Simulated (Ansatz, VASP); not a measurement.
## Two plane-wave programs on Al2O3

File INCAR:

```
PREC     = Accurate       # precision mode
ENCUT    = 520            # plane-wave cutoff, eV
EDIFF    = 1E-6           # SCF threshold, eV
ISMEAR   = 0              # smearing method
SIGMA    = 0.05           # smearing width, eV
LREAL    = False          # projectors in reciprocal space
LASPH    = True           # aspherical terms in the spheres
NELM     = 100            # most SCF steps
ALGO     = Normal         # electronic algorithm
ISIF     = 2              # what is computed and relaxed
LWAVE    = False          # write WAVECAR
LCHARG   = False          # write CHGCAR
NBANDS   = 20             # bands
```

The input KPOINTS:

```
Automatic mesh
0
Gamma
  12 12 4
```

File POSCAR:

```
Al2O3
1.0
    2.7493582589      0.0000000000      0.0000000000
   -1.3746791295      2.3810140963      0.0000000000
    0.0000000000      0.0000000000      9.9526706086
Al O
2 3
Direct
    0.0000000000      0.0000000000      0.1469612859
    0.0000000000      0.0000000000      0.8530387141
    0.3333333333      0.6666666667      0.2184227737
    0.6666666667      0.3333333333      0.0000000000
    0.3333333333      0.6666666667      0.7815772263
```

Input for Ansatz:

```yaml
crystal:
  lattice:
    - [2.7493582589, 0.0, 0.0]
    - [-1.3746791295, 2.3810140963, 0.0]
    - [0.0, 0.0, 9.9526706086]
  atoms:
    - { symbol: Al, position: [0.0, 0.0, 0.1469612859] }
    - { symbol: Al, position: [0.0, 0.0, 0.8530387141] }
    - { symbol: O, position: [0.3333333333, 0.6666666667, 0.2184227737] }
    - { symbol: O, position: [0.6666666667, 0.3333333333, 0.0] }
    - { symbol: O, position: [0.3333333333, 0.6666666667, 0.7815772263] }
basis:
  ecutwfc: 420
kpoints:
  mp_grid: { grid: [12, 12, 4] }
hamiltonian:
  xc: lda
scf:
  occupations: { method: gaussian, width: 0.05 }
output:
  forces: true
  stress: true
  eigenvalues: true
  write_density: true
  write_potential: true
  elf: true
  volumetric_format: npy
```

Alike in both runs: task single point; functional LDA; k mesh 12 × 12 × 4; occupations gaussian, width 0.05 eV; no spin polarisation.

|  | VASP | Ansatz |
| --- | --- | --- |
| version | VASP 6.6.1 | Ansatz 0.2.0 |
| potentials or method | VASP PAW LDA potentials, release 64 (Al, O), cutoff 520 eV | scalar-relativistic, plane waves, PAW |
| valence electrons in the cell | 24 | 24 |

Ansatz gave:

```
gap on the k mesh at the Fermi level (eV)                     : 5.62
least direct gap on the mesh (eV)                             : 5.62
pressure (GPa)                                                : 5.3
traceless stress, the component that is largest in VASP (GPa) : -16.90
rms of the force components (eV/Å)                            : 0.528
```

**Question.** What did VASP give for the same quantities?

**Answer.** gap on the k mesh at the Fermi level (eV): 5.63; least direct gap on the mesh (eV): 5.63; pressure (GPa): 6.2; traceless stress, the component that is largest in VASP (GPa): -17.57; rms of the force components (eV/Å): 0.539.

LDA's correlation is that of Perdew and Zunger in VASP and of Perdew and Wang (1992) in Ansatz. Atom by atom the forces differ by 0.025 eV/Å (rms over components).
